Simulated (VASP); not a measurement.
Here is a VASP 6.6.1 calculation.

The input INCAR:

```
SYSTEM = Bi6O
ALGO = Normal
EDIFF = 1E-6
ENCUT = 520
GGA = PE
ISIF = 2
ISMEAR = 0
LASPH = .TRUE.
LCHARG = .FALSE.
LREAL = .FALSE.
LWAVE = .FALSE.
NBANDS = 57
NELM = 80
PREC = Accurate
SIGMA = 0.1
```

File KPOINTS:

```
k-points
0
G
  6 6 6
  0 0 0
```

Contents of POSCAR:

```
Bi6O
1.0
    3.1986386992      1.8467349140      5.9456820856
   -3.1986386992      1.8467349140      5.9456820856
    0.0000000000     -3.6934698280      5.9456820856
Bi O
6 1
Direct
    0.6687593072      0.0933805999      0.5174092312
    0.0933805999      0.5174092312      0.6687593072
    0.5174092312      0.6687593072      0.0933805999
    0.5762758040      0.2697871347      0.9199827657
    0.9199827657      0.5762758040      0.2697871347
    0.2697871347      0.9199827657      0.5762758040
    0.9547664733      0.9547664733      0.9547664733
```

Potentials or basis: VASP PAW PBE potentials, release 64 (Bi_d, O).

Command:

```bash
$ cat potpaw_PBE.64/Bi_d/POTCAR potpaw_PBE.64/O/POTCAR > POTCAR
$ mpirun -np 1 vasp_std > vasp.out
```

Problem. Estimate the band gap on the k mesh.

Solution. Zero (bands 48 and 49 overlap by 1.29 eV).

Problem. Estimate the pressure.

Solution. 0.0 GPa.

Problem. Estimate the largest force.

Solution. 0.019 eV/Å.

Forces on the atoms (eV/Å):
```
Bi  -0.001 -0.002 -0.002
Bi  -0.001  0.002 -0.002
Bi   0.002  0.000 -0.002
Bi  -0.019 -0.001 -0.003
Bi   0.010 -0.016 -0.003
Bi   0.009  0.017 -0.003
O    0.000  0.000  0.013
```

Caveat: spin-orbit coupling is left out, which moves the levels of the heavy elements.
